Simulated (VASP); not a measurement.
# Ag in VASP: single point with r2SCAN+rVV10

Aim: the single point of Ag with r2SCAN+rVV10.

Everything below comes from runs of VASP 6.6.1. Logs are shortened: lines on timing, memory, paths and dates and some standing lists are left out, and cuts for length are marked.

### 1 The cell of the first run

The cell holds a slab with vacuum, 4 atoms: a = 2.924 Å, b = 2.924 Å, c = 28.382 Å, α = 90.00°, β = 90.00°, γ = 120.00°.

### 2 Single point, r2SCAN+rVV10

POSCAR

```
Ag
1.0
    2.9239437779      0.0000000000      0.0000000000
   -1.4619718890      2.5322095909      0.0000000000
    0.0000000000      0.0000000000     28.3821819660
Ag
4
Direct
    0.0000000000      1.0000000000      0.5326061304
    0.6666666667      0.3333333333      0.6158794519
    0.3333333333      0.6666666667      0.6980747504
    0.0000000000      1.0000000000      0.7798899484
```

INCAR.step1

```
ALGO = Normal ; DIPOL = 0.5 0.5 0.657
EDIFF = 1E-4 ; ENCUT = 520
GGA = PE ; IDIPOL = 3
ISMEAR = 1 ; LASPH = T
LCHARG = F ; LDIPOL = T
LREAL = F ; LWAVE = T
NBANDS = 30 ; NELM = 100
PREC = Accurate ; SIGMA = 0.1
```

INCAR.step2

```
ALGO = Normal ; BPARAM = 11.95
CPARAM = 0.0093 ; DIPOL = 0.5 0.5 0.657
EDIFF = 1E-6 ; ENCUT = 520
IDIPOL = 3 ; ISIF = 2
ISMEAR = 1 ; ISTART = 1
IVDW_NL = 2 ; LASPH = T
LCHARG = F ; LDIPOL = T
LMIXTAU = T ; LREAL = F
LUSE_VDW = T ; LWAVE = F
METAGGA = R2SCAN ; NBANDS = 30
NELM = 100 ; PREC = Accurate
SIGMA = 0.1
```

KPOINTS

```
k-points
0
Gamma
  15 15 1
```

Potentials or basis: VASP PAW PBE potentials, release 64 (Ag).

Command:

```console
$ cat potpaw_PBE.64/Ag/POTCAR > POTCAR
$ cp INCAR.step1 INCAR
$ mpirun -np 1 vasp_std > vasp.out
$ cp INCAR.step2 INCAR
$ mpirun -np 1 vasp_std > vasp.out
```

OUTCAR:

```text
BPARAM = 11.95
   EDIFF = 1E-6
   ENCUT = 520
   ISIF = 2
   ISMEAR = 1
   ISTART = 1
   IVDW_NL = 2
   LASPH = T
   LREAL = F
   METAGGA = R2SCAN
   NELM = 100
   PREC = Accurate

 ion  position               nearest neighbor table
   1  0.000  0.000  0.533-   2 2.90   2 2.90   2 2.90
   2  0.667  0.333  0.616-   3 2.88   3 2.88   3 2.88   1 2.90   1 2.90   1 2.90
   3  0.333  0.667  0.698-   4 2.87   4 2.87   4 2.87   2 2.88   2 2.88   2 2.88
   4  0.000  0.000  0.780-   3 2.87   3 2.87   3 2.87

  LATTYP: Found a hexagonal cell.
 ALAT       =     2.9239437779
 C/A-ratio  =     9.7068152201

  Lattice vectors:

 A1 = (   2.9239437779,   0.0000000000,   0.0000000000)
 A2 = (  -1.4619718890,   2.5322095909,   0.0000000000)
 A3 = (   0.0000000000,   0.0000000000,  28.3821819660)

Analysis of symmetry for initial positions (statically):
=====================================================================
 Subroutine PRICEL returns:
 Original cell was already a primitive cell.

 Routine SETGRP: Setting up the symmetry group for a
 hexagonal supercell.

 Subroutine GETGRP returns: Found  6 space group operations
 (whereof  6 operations were pure point group operations)
 out of a pool of 24 trial point group operations.

The static configuration has the point symmetry C_3v.

Analysis of symmetry for dynamics (positions and initial velocities):
=====================================================================
 Subroutine PRICEL returns:
 Original cell was already a primitive cell.

 Routine SETGRP: Setting up the symmetry group for a
 hexagonal supercell.

 Subroutine GETGRP returns: Found  6 space group operations
 (whereof  6 operations were pure point group operations)
 out of a pool of 24 trial point group operations.

The dynamic configuration has the point symmetry C_3v.

 Subroutine INISYM returns: Found  6 space group operations
 (whereof  6 operations are pure point group operations),
 and found     1 'primitive' translations

----------------------------------------------------------------------------------------

                                     Primitive cell

  volume of cell :     210.1428

  direct lattice vectors                    reciprocal lattice vectors
     2.923943778  0.000000000  0.000000000     0.342003840  0.197456009  0.000000000
    -1.461971889  2.532209591  0.000000000     0.000000000  0.394912018  0.000000000
     0.000000000  0.000000000 28.382181966     0.000000000  0.000000000  0.035233373

  length of vectors
     2.923943778  2.923943778 28.382181966     0.394912018  0.394912018  0.035233373

  position of ions in fractional coordinates (direct lattice)
     0.000000000  0.000000000  0.532606130
     0.666666667  0.333333333  0.615879452
     0.333333333  0.666666667  0.698074750
     0.000000000  0.000000000  0.779889948

  ion indices of the primitive-cell ions
   primitive index   ion index
                 1           1
                 2           2
                 3           3
                 4           4

----------------------------------------------------------------------------------------

 KPOINTS: k-points

Automatic generation of k-mesh.
 Grid dimensions read from file:
 generate k-points for:   15   15    1

 Generating k-lattice:

  Cartesian coordinates                     Fractional coordinates (reciprocal lattice)
     0.022800256  0.013163734  0.000000000     0.066666667  0.000000000  0.000000000
     0.000000000  0.026327468  0.000000000     0.000000000  0.066666667  0.000000000
     0.000000000  0.000000000  0.035233373     0.000000000  0.000000000  1.000000000

  Length of vectors
     0.026327468  0.026327468  0.035233373

  Shift w.r.t. Gamma in fractional coordinates (k-lattice)
     0.000000000  0.000000000  0.000000000

 Subroutine IBZKPT returns following result:
 ===========================================

 Found     27 irreducible k-points:

 Following reciprocal coordinates:
            Coordinates               Weight
  0.000000  0.000000  0.000000      1.000000
  0.066667 -0.000000  0.000000      6.000000
  0.133333  0.000000  0.000000      6.000000
  0.200000  0.000000  0.000000      6.000000
  0.266667  0.000000  0.000000      6.000000
  0.333333 -0.000000  0.000000      6.000000
[... 16 lines left out ...]
  0.333333  0.200000  0.000000     12.000000
  0.400000  0.200000  0.000000      6.000000
 [... further k-points ...]
   k-points           NKPTS =     27   k-points in BZ     NKDIM =     27   number of bands    NBANDS=     30
   number of dos      NEDOS =    301   number of ions     NIONS =      4
   total plane-waves  NPLWV = 124416
   dimension x,y,z NGX =    24 NGY =   24 NGZ =  216
   dimension x,y,z NGXF=    48 NGYF=   48 NGZF=  432
   ions per type =               4
   NGX,Y,Z   is equivalent  to a cutoff of  13.65, 13.65, 12.65 a.u.
   NGXF,Y,Z  is equivalent  to a cutoff of  27.29, 27.29, 25.30 a.u.
 SYSTEM =  unknown system
   PREC   = accura    normal or accurate (medium, high low for compatibility)
   ISTART =      1    job   : 0-new  1-cont  2-samecut
   ICHARG =      0    charge: 1-file 2-atom 10-const
   ISPIN  =      1    spin polarized calculation?
   LNONCOLLINEAR =      F non collinear calculations
   LSORBIT =      F    spin-orbit coupling
   LASPH  =      T    aspherical Exc in radial PAW
   ENCUT  =  520.0 eV  38.22 Ry    6.18 a.u.   5.44  5.44 52.77*2*pi/ulx,y,z
   NELM   =    100;   NELMIN=  2; NELMDL=  0     # of ELM steps
   EDIFF  = 0.1E-05   stopping-criterion for ELM
   LREAL  =      F    real-space projection
   EDIFFG = 0.1E-04   stopping-criterion for IOM
   NSW    =      0    number of steps for IOM
   IBRION =     -1    ionic relax: 0-MD 1-quasi-New 2-CG
   NFREE  =      0    steps in history (QN), initial steepest desc. (CG)
   ISIF   =      2    stress and relaxation
   ISYM   =      2    0-nonsym 1-usesym 2-fastsym
   POTIM  = 0.5000    time-step for ionic-motion
   TEBEG  =    0.0;   TEEND  =   0.0 temperature during run
   PSTRESS=    0.0 pullay stress
   NELECT =      44.0000    total number of electrons
   NUPDOWN=      -1.0000    fix difference up-down
   EMIN   =  10.00;   EMAX   =-10.00  energy-range for DOS
   EFERMI =   0.00;   METHOD = LEGACY
   ISMEAR =     1;   SIGMA  =   0.10  broadening in eV -4-tet -1-fermi 0-gaus
   EFERMI_NEDOS =   21; number of points for ismear=-14 and -15
   IALGO  =     38    algorithm
   IMIX   =      4    mixing-type and parameters
     AMIX     =   0.40;   BMIX     =  1.00
     AMIX_MAG =   1.60;   BMIX_MAG =  1.00
  volume/ion in A,a.u.               =      52.54       354.53
  Fermi-wavevector in a.u.,A,eV,Ry     =   0.972122  1.837045 12.857802  0.945022
  Thomas-Fermi vector in A             =   2.102395
   LORBIT       =      0    0 simple, 1 ext, 2 COOP (PROOUT), +10 PAW based schemes
   METAGGA = R2SCAN    functional components
   LHFCALC =     F    Hartree Fock is set to
   AEXX    =    0.0000 exact exchange contribution
   IVDW_NL    =     2    kernel type
   BPARAM     =11.9500
   IVDW    =     0    specifies the selected vdW correction
   LEPSILON=     F    determine dielectric tensor
   LRPA    =     F    only Hartree local field effects (RPA)
 non-spin polarized calculation
 Methfessel and Paxton  Order N= 1 SIGMA  =   0.10
  energy-cutoff  :      520.00
  volume of cell :      210.14
 maximum number of plane-waves:      5771
 NGX is ok and might be reduce to    24
   NGX = 11   NGY = 11   NGZ =105

 dipolmoment           0.000000      0.000000      0.000761 electrons x Angstroem

 number of electron      44.0000017 magnetization

 dipolmoment           0.000000      0.000000     -0.000771 electrons x Angstroem

 Free energy of the ion-electron system (eV)
  ---------------------------------------------------
  ext. energy  EPLUGINS =         0.00000000
  ---------------------------------------------------
  free energy    TOTEN  =       -83.02951812 eV

  energy without entropy =      -83.02790878  energy(sigma->0) =      -83.02898167

 E-fermi :  -0.2110     XC(G=0):  -4.8149

 val. band max:       -0.2109950178   @ k =   0.2000   0.2000   0.0000
 cond. band min:      -0.1895074795   @ k =   0.1333   0.0667   0.0000
 fundamental gap:      0.0214875383
 Fermi energy:        -0.2109640447

 k-point     1 :       0.0000    0.0000    0.0000
  band No.  band energies     occupation
      1      -7.8030      2.00000
      2      -6.9578      2.00000
      3      -6.6487      2.00000
      4      -6.4879      2.00000
      5      -5.4157      2.00000
      6      -5.4157      2.00000
[... 22 lines left out ...]
     29       5.0384      0.00000
     30       6.2057      0.00000

 k-point     2 :       0.0667   -0.0000    0.0000
  band No.  band energies     occupation
      1      -7.6822      2.00000
      2      -6.8652      2.00000
      3      -6.5532      2.00000
      4      -6.4031      2.00000
      5      -5.4737      2.00000
      6      -5.4408      2.00000
[... 22 lines left out ...]
     29       5.1315      0.00000
     30       6.3087      0.00000

 k-point     3 :       0.1333    0.0000    0.0000
  band No.  band energies     occupation
      1      -7.3432      2.00000
      2      -6.6326      2.00000
      3      -6.3024      2.00000
      4      -6.1920      2.00000
      5      -5.6438      2.00000
      6      -5.5274      2.00000
[... 22 lines left out ...]
     29       5.4134      0.00000
     30       6.6163      0.00000

 k-point     4 :       0.2000    0.0000    0.0000
  band No.  band energies     occupation
      1      -6.8942      2.00000
      2      -6.4300      2.00000
      3      -6.1187      2.00000
      4      -5.9968      2.00000
      5      -5.7483      2.00000
      6      -5.5936      2.00000
[... 616 lines left out ...]
     29       7.4523      0.00000
     30       8.0475      0.00000

 k-point    23 :       0.3333    0.2000    0.0000
  band No.  band energies     occupation
      1      -6.4980      2.00000
      2      -6.3492      2.00000
      3      -6.2902      2.00000
      4      -5.9710      2.00000
      5      -5.8072      2.00000
      6      -5.7618      2.00000
[... 22 lines left out ...]
     29       7.4753      0.00000
     30       8.2221      0.00000

 k-point    24 :       0.4000    0.2000    0.0000
  band No.  band energies     occupation
      1      -6.5330      2.00000
      2      -6.3494      2.00000
      3      -6.3182      2.00000
      4      -5.9717      2.00000
      5      -5.8679      2.00000
      6      -5.7758      2.00000
[... 22 lines left out ...]
     29       7.0825      0.00000
     30       7.9861      0.00000

 [... further k-points ...]

------------------------ aborting loop because EDIFF is reached ----------------------------------------

 vacuum level on the upper side and lower side of the slab       (xc-potential included)         0.030         0.051

  FORCE on cell =-STRESS in cart. coord.  units (eV):
  Direction    XX          YY          ZZ          XY          YZ          ZX
  --------------------------------------------------------------------------------------
  -------------------------------------------------------------------------------------
  Total       -2.3039263     -2.3039263     -0.4599982      0.0000000     -0.0000000      0.0000000
  in kB      -17.5656703    -17.5656703     -3.5071329      0.0000000     -0.0000000      0.0000000
  external PRESSURE =     -12.8794912 kB  Pullay stress =       0.0000000 kB

 VOLUME and BASIS-vectors are now :
 -----------------------------------------------------------------------------
  energy-cutoff  :      520.00
  volume of cell :      210.14
      direct lattice vectors                 reciprocal lattice vectors
     2.923943778  0.000000000  0.000000000     0.342003840  0.197456009  0.000000000
    -1.461971889  2.532209591  0.000000000     0.000000000  0.394912018  0.000000000
     0.000000000  0.000000000 28.382181966     0.000000000  0.000000000  0.035233373

 POSITION                                       TOTAL-FORCE (eV/Angst)
 -----------------------------------------------------------------------------------
      0.00000      0.00000     15.11652         0.000000      0.000000      0.151592
      1.46197      0.84407     17.48000         0.000000      0.000000     -0.150928
     -0.00000      1.68814     19.81288        -0.000000     -0.000000      0.024544
      0.00000      0.00000     22.13498        -0.000000     -0.000000     -0.025208
 -----------------------------------------------------------------------------------
    total drift:                               -0.000000      0.000000      0.000292

  FREE ENERGIE OF THE ION-ELECTRON SYSTEM (eV)
  ---------------------------------------------------
  free  energy   TOTEN  =       -83.0295181180 eV

  energy  without entropy=      -83.0279087763  energy(sigma->0) =      -83.02898167

 vacuum level on the upper side and lower side of the slab         4.260         4.282
```

It took 12 min on 1 thread of Intel Xeon 6975P-C (Granite Rapids), shared host; peak memory 0.87 GiB.

What came out:

| Quantity | Value |
| --- | --- |
| Free energy | -83.0295 eV |
| Largest force | 0.152 eV/Å |
| Band gap on the k mesh | zero (band 22 reaches 3.17 eV, above the bottom of band 23 at -3.61 eV) |

Forces on the atoms (eV/Å):
```
Ag   0.000  0.000  0.152
Ag   0.000  0.000 -0.151
Ag   0.000  0.000  0.025
Ag   0.000  0.000 -0.025
```

Levels at points of the mesh, in eV from the Fermi level:
```csv
k point,band 18,band 19,band 20,band 21,band 22,band 23,band 24,band 25,band 26,band 27
"(0.00, 0.00, 0.00)",-4.01,-3.61,-3.61,-3.50,-3.40,-3.40,-1.00,0.31,4.06,4.31
```

Caveat: the PAW data sets were made with another functional, which shifts forces and pressure a little.
